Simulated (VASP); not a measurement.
# TePb (I4/mmm) in VASP: a series of runs, part 2 of 3

VASP 6.6.1. Earlier steps stand in the parts before.

## (3) Electric field gradients, PBEsol (zz strain of -1 %)

INCAR

```
SYSTEM = TePb
PREC     = Accurate       ! precision mode
ENCUT    = 520            ! plane-wave cutoff, eV
EDIFF    = 1E-8           ! SCF threshold, eV
ISMEAR   = -1             ! smearing method
SIGMA    = 0.03           ! smearing width, eV
LREAL    = .False.        ! projectors in reciprocal space
LASPH    = .True.         ! aspherical terms in the spheres
NELM     = 100            ! most SCF steps
ALGO     = Normal         ! electronic algorithm
ISIF     = 2              ! what is computed and relaxed
LWAVE    = .False.        ! write WAVECAR
LCHARG   = .False.        ! write CHGCAR
GGA      = PS             ! functional
LEFG     = .True.       
NBANDS   = 17             ! bands
```

KPOINTS

```
Automatic mesh
0
Gamma
  10 10 10
  0 0 0
```

POSCAR

```
TePb
1.0
    0.0000000000      3.2270000000      3.1947300000
    3.2270000000      0.0000000000      3.1947300000
    3.2270000000      3.2270000000      0.0000000000
Te Pb
1 1
Direct
    0.5000000000      0.5000000000      0.5000000000
    0.0000000000      0.0000000000      0.0000000000
```

Potentials or basis: VASP PAW PBE potentials, release 64 (Te, Pb_d).

Started as:

```sh
$ cat potpaw_PBE.64/Te/POTCAR potpaw_PBE.64/Pb_d/POTCAR > POTCAR
$ mpirun -np 1 vasp_std > vasp.out
```

OUTCAR:

```text
SYSTEM = TePb
   PREC = Accurate
   ENCUT = 520
   EDIFF = 1E-8
   ISMEAR = -1
   LREAL = .False.
   LASPH = .True.
   NELM = 100
   ISIF = 2
   GGA = PS

 ion  position               nearest neighbor table
   1  0.500  0.500  0.500-   2 3.19   2 3.19   2 3.23   2 3.23   2 3.23   2 3.23
   2  0.000  0.000  0.000-   1 3.19   1 3.19   1 3.23   1 3.23   1 3.23   1 3.23

  LATTYP: Found a body centered tetragonal cell.
 ALAT       =     4.5636671658
 C/A-ratio  =     1.4000714267

  Lattice vectors:

 A1 = (   0.0000000000,  -3.2270000000,  -3.1947300000)
 A2 = (   0.0000000000,   3.2270000000,  -3.1947300000)
 A3 = (   3.2270000000,   0.0000000000,   3.1947300000)

Analysis of symmetry for initial positions (statically):
=====================================================================
 Subroutine PRICEL returns:
 Original cell was already a primitive cell.

 Routine SETGRP: Setting up the symmetry group for a
 body centered tetragonal supercell.

 Subroutine GETGRP returns: Found 16 space group operations
 (whereof 16 operations were pure point group operations)
 out of a pool of 16 trial point group operations.

The static configuration has the point symmetry D_4h.

Analysis of symmetry for dynamics (positions and initial velocities):
=====================================================================
 Subroutine PRICEL returns:
 Original cell was already a primitive cell.

 Routine SETGRP: Setting up the symmetry group for a
 body centered tetragonal supercell.

 Subroutine GETGRP returns: Found 16 space group operations
 (whereof 16 operations were pure point group operations)
 out of a pool of 16 trial point group operations.

The dynamic configuration has the point symmetry D_4h.

 Subroutine INISYM returns: Found 16 space group operations
 (whereof 16 operations are pure point group operations),
 and found     1 'primitive' translations

----------------------------------------------------------------------------------------

                                     Primitive cell

  volume of cell :      66.5368

  direct lattice vectors                    reciprocal lattice vectors
     0.000000000  3.227000000  3.194730000    -0.154942671  0.154942671  0.156507749
     3.227000000  0.000000000  3.194730000     0.154942671 -0.154942671  0.156507749
     3.227000000  3.227000000  0.000000000     0.154942671  0.154942671 -0.156507749

  length of vectors
     4.540906162  4.540906162  4.563667166     0.269275209  0.269275209  0.269275209

  position of ions in fractional coordinates (direct lattice)
     0.500000000  0.500000000  0.500000000
     0.000000000  0.000000000  0.000000000

  ion indices of the primitive-cell ions
   primitive index   ion index
                 1           1
                 2           2

----------------------------------------------------------------------------------------

 KPOINTS: Automatic mesh
[... 74 lines left out ...]
   ISIF   =      2    stress and relaxation
   ISYM   =      2    0-nonsym 1-usesym 2-fastsym
   POTIM  = 0.5000    time-step for ionic-motion
   TEBEG  =    0.0;   TEEND  =   0.0 temperature during run
   PSTRESS=    0.0 pullay stress
   NELECT =      20.0000    total number of electrons
   NUPDOWN=      -1.0000    fix difference up-down
   EMIN   =  10.00;   EMAX   =-10.00  energy-range for DOS
   EFERMI =   0.00;   METHOD = LEGACY
   ISMEAR =    -1;   SIGMA  =   0.03  broadening in eV -4-tet -1-fermi 0-gaus
   EFERMI_NEDOS =   21; number of points for ismear=-14 and -15
   IALGO  =     38    algorithm
   IMIX   =      4    mixing-type and parameters
     AMIX     =   0.40;   BMIX     =  1.00
     AMIX_MAG =   1.60;   BMIX_MAG =  1.00
  volume/ion in A,a.u.               =      33.27       224.51
  Fermi-wavevector in a.u.,A,eV,Ry     =   1.096640  2.072349 16.362633  1.202620
  Thomas-Fermi vector in A             =   2.232986
   LORBIT       =      0    0 simple, 1 ext, 2 COOP (PROOUT), +10 PAW based schemes
   GGA     = PS    functional components
   LHFCALC =     F    Hartree Fock is set to
   AEXX    =    0.0000 exact exchange contribution
   IVDW    =     0    specifies the selected vdW correction
   LEPSILON=     F    determine dielectric tensor
   LRPA    =     F    only Hartree local field effects (RPA)
 non-spin polarized calculation
  energy-cutoff  :      520.00
  volume of cell :       66.54
 maximum number of plane-waves:      1820
 NGX is ok and might be reduce to    36
   NGX = 17   NGY = 17   NGZ = 17

 number of electron      20.0000001 magnetization

 Free energy of the ion-electron system (eV)
  ---------------------------------------------------
  ext. energy  EPLUGINS =         0.00000000
  ---------------------------------------------------
  free energy    TOTEN  =        -8.25721887 eV

  energy without entropy =       -8.25721872  energy(sigma->0) =       -8.25721880

 E-fermi :   5.9620     XC(G=0):  -9.5317

 val. band max:        5.6445526701   @ k =   0.5000   0.0000   0.0000
 cond. band min:       6.2780979595   @ k =   0.5000   0.0000   0.0000
 fundamental gap:      0.6335452894
 Fermi energy:         5.9619588067

 k-point     1 :       0.0000    0.0000    0.0000
  band No.  band energies     occupation
      1     -11.0143      2.00000
      2     -11.0110      2.00000
      3     -11.0021      2.00000
      4     -10.9998      2.00000
      5     -10.9998      2.00000
      6      -6.5109      2.00000
[... 457 lines left out ...]
      4     -10.9783      2.00000
      5     -10.9772      2.00000
      6      -5.1845      2.00000
[... 9 lines left out ...]
     16      15.2659      0.00000
     17      15.8564      0.00000

 [... further k-points ...]

------------------------ aborting loop because EDIFF is reached ----------------------------------------

  FORCE on cell =-STRESS in cart. coord.  units (eV):
  Direction    XX          YY          ZZ          XY          YZ          ZX
  --------------------------------------------------------------------------------------
  -------------------------------------------------------------------------------------
  Total       -0.0881665     -0.0881665      0.4411748      0.0000000     -0.0000000      0.0000000
  in kB       -2.1230097     -2.1230097     10.6232946      0.0000000     -0.0000000      0.0000000
  external PRESSURE =       2.1257584 kB  Pullay stress =       0.0000000 kB

 VOLUME and BASIS-vectors are now :
 -----------------------------------------------------------------------------
  energy-cutoff  :      520.00
  volume of cell :       66.54
      direct lattice vectors                 reciprocal lattice vectors
     0.000000000  3.227000000  3.194730000    -0.154942671  0.154942671  0.156507749
     3.227000000  0.000000000  3.194730000     0.154942671 -0.154942671  0.156507749
     3.227000000  3.227000000  0.000000000     0.154942671  0.154942671 -0.156507749

 POSITION                                       TOTAL-FORCE (eV/Angst)
 -----------------------------------------------------------------------------------
      3.22700      3.22700      3.19473        -0.000000      0.000000      0.000000
      0.00000      0.00000      0.00000         0.000000     -0.000000      0.000000
 -----------------------------------------------------------------------------------
    total drift:                               -0.000000      0.000000      0.000000

  FREE ENERGIE OF THE ION-ELECTRON SYSTEM (eV)
  ---------------------------------------------------
  free  energy   TOTEN  =        -8.2572188725 eV

  energy  without entropy=       -8.2572187240  energy(sigma->0) =       -8.25721880

 Electric field gradients (V/A^2)
---------------------------------------------------------------------
 ion       V_xx      V_yy      V_zz      V_xy      V_xz      V_yz
---------------------------------------------------------------------
   1       2.596     2.596    -5.192    -0.000    -0.000    -0.000
   2      16.557    16.557   -33.113     0.000     0.001     0.001
---------------------------------------------------------------------

 Electric field gradients after diagonalization (V/A^2)
 (convention: |V_zz| > |V_xx| > |V_yy|)
----------------------------------------------------------------------
 ion       V_xx      V_yy      V_zz     asymmetry (V_yy - V_xx)/ V_zz
----------------------------------------------------------------------
   1       2.596     2.596    -5.192       0.000
   2      16.557    16.556   -33.113       0.000
----------------------------------------------------------------------

           NMR quadrupolar parameters

 Cq : quadrupolar parameter    Cq=e*Q*V_zz/h
 eta: asymmetry parameters     (V_yy - V_xx)/ V_zz
 Q  : nuclear electric quadrupole moment in mb (millibarn)
----------------------------------------------------------------------
 ion       Cq(MHz)       eta       Q (mb)
----------------------------------------------------------------------
   1      -0.013       0.000       1.000
   2      -0.080       0.000       1.000
----------------------------------------------------------------------
```

Wall time 2.1 min (1 thread of Intel Xeon 8259CL, shared host); peak memory 0.28 GiB.

What came out:

* Free energy: -8.2572 eV
* Pressure: 0.2 GPa
* Band gap on the k mesh: 0.63 eV
* Largest electric field gradient by atom: Te -5.2; Pb -33.1 V/Å²

Electric field gradients, principal values (V/Å²):
| atom | least | middle | greatest (by size) |
| --- | --- | --- | --- |
| 1 Te | 2.596 | 2.596 | -5.192 |
| 2 Pb | 16.556 | 16.557 | -33.113 |

Caveat: the cell differs from its parent crystal (zz strain of -1 %); without QUAD_EFG the Cq values of the log hold for a quadrupole moment of 1 mb, not for the nuclei; the PAW data sets were made with another functional, which shifts forces and pressure a little; spin-orbit coupling is left out, which moves the levels of the heavy elements. A k mesh can miss the band edges.

## (4) Electric field gradients, PBEsol (zz strain of -1 %)

INCAR

```
ALGO = Normal
EDIFF = 1E-8
ENCUT = 520
GGA = PS
ISIF = 2
ISMEAR = -1
LASPH = True
LCHARG = False
LEFG = True
LREAL = False
LWAVE = False
NBANDS = 17
NELM = 100
PREC = Accurate
SIGMA = 0.03
```

KPOINTS

```
k-points
0
Gamma
  10 10 10
```

POSCAR is that of step 3.

Potentials or basis: VASP PAW PBE potentials, release 64 (Te, Pb_d).

Started as:

```sh
$ cat potpaw_PBE.64/Te/POTCAR potpaw_PBE.64/Pb_d/POTCAR > POTCAR
$ mpirun -np 1 vasp_std > vasp.out
```

OUTCAR:

```text
EDIFF = 1E-8
   ENCUT = 520
   GGA = PS
   ISIF = 2
   ISMEAR = -1
   LASPH = True
   LREAL = False
   NELM = 100
   PREC = Accurate

 ion  position               nearest neighbor table
   1  0.500  0.500  0.500-   2 3.19   2 3.19   2 3.23   2 3.23   2 3.23   2 3.23
   2  0.000  0.000  0.000-   1 3.19   1 3.19   1 3.23   1 3.23   1 3.23   1 3.23

  LATTYP: Found a body centered tetragonal cell.
 ALAT       =     4.5636671658
 C/A-ratio  =     1.4000714267

  Lattice vectors:

 A1 = (   0.0000000000,  -3.2270000000,  -3.1947300000)
 A2 = (   0.0000000000,   3.2270000000,  -3.1947300000)
 A3 = (   3.2270000000,   0.0000000000,   3.1947300000)
[... 692 lines left out ...]
  free  energy   TOTEN  =        -8.2572188725 eV

  energy  without entropy=       -8.2572187240  energy(sigma->0) =       -8.25721880

 Electric field gradients (V/A^2)
---------------------------------------------------------------------
 ion       V_xx      V_yy      V_zz      V_xy      V_xz      V_yz
---------------------------------------------------------------------
   1       2.596     2.596    -5.192    -0.000    -0.000    -0.000
   2      16.557    16.557   -33.113     0.000     0.001     0.001
---------------------------------------------------------------------

 Electric field gradients after diagonalization (V/A^2)
 (convention: |V_zz| > |V_xx| > |V_yy|)
----------------------------------------------------------------------
 ion       V_xx      V_yy      V_zz     asymmetry (V_yy - V_xx)/ V_zz
----------------------------------------------------------------------
   1       2.596     2.596    -5.192       0.000
   2      16.557    16.556   -33.113       0.000
----------------------------------------------------------------------

           NMR quadrupolar parameters

 Cq : quadrupolar parameter    Cq=e*Q*V_zz/h
 eta: asymmetry parameters     (V_yy - V_xx)/ V_zz
 Q  : nuclear electric quadrupole moment in mb (millibarn)
----------------------------------------------------------------------
 ion       Cq(MHz)       eta       Q (mb)
----------------------------------------------------------------------
   1      -0.013       0.000       1.000
   2      -0.080       0.000       1.000
----------------------------------------------------------------------
```

Run time: 2.1 min. Hardware: 1 thread of Intel Xeon 8259CL, shared host; peak memory 0.29 GiB.

What came out:

```
Free energy                             : -8.2572 eV
Pressure                                : 0.2 GPa
Band gap on the k mesh                  : 0.63 eV
Largest electric field gradient by atom : Te -5.2; Pb -33.1 V/Å²
```

Stress tensor (GPa, compression positive):
```
-0.21  0.00  0.00
 0.00 -0.21  0.00
 0.00  0.00  1.06
```

Electric field gradients, principal values (V/Å²):
```csv
atom,least,middle,greatest (by size)
1 Te,2.596,2.596,-5.192
2 Pb,16.556,16.557,-33.113
```

Caveat: the cell differs from its parent crystal (zz strain of -1 %); without QUAD_EFG the Cq values of the log hold for a quadrupole moment of 1 mb, not for the nuclei; the PAW data sets were made with another functional, which shifts forces and pressure a little; spin-orbit coupling is left out, which moves the levels of the heavy elements.

[end of part 2 of 3]
